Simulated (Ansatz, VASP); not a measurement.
**AlN: VASP beside Ansatz**

```
CELL_PARAMETERS angstrom
3.11100 0.00000 0.00000
-1.55550 2.69421 0.00000
0.00000 0.00000 4.85355
ATOMIC_POSITIONS crystal
Al 0.33333 0.66667 0.00000
Al 0.66667 0.33333 0.50000
N 0.33333 0.66667 0.38500
N 0.66667 0.33333 0.88500
```

Change from the starting cell: strain +0.000 along x and y, -0.025 along z, atoms carried along.

Alike in both runs: task single point; functional PBE; k mesh 9 × 9 × 6; occupations gaussian, width 0.05 eV; no spin polarisation.

|  | VASP | Ansatz |
| --- | --- | --- |
| version | VASP 6.6.1 | Ansatz 0.2.0 |
| potentials or method | VASP PAW PBE potentials, release 64 (Al, N), cutoff 520 eV | scalar-relativistic, plane waves, PAW |
| valence electrons in the cell | 16 | 16 |

|  | VASP | Ansatz | Ansatz less VASP |
| --- | --- | --- | --- |
| gap on the k mesh at the Fermi level (eV) | 4.32 | 4.31 | -0.011 |
| least direct gap on the mesh (eV) | 4.32 | 4.31 | -0.011 |
| pressure (GPa) | 9.1 | 9.3 | +0.25 |
| traceless stress, the component that is largest in VASP (GPa) | 5.56 | 5.45 | -0.104 |
| rms of the force components (eV/Å) | 0.102 | 0.102 | -0.0003 |

Atom by atom the forces differ by 0.000 eV/Å (rms over components).
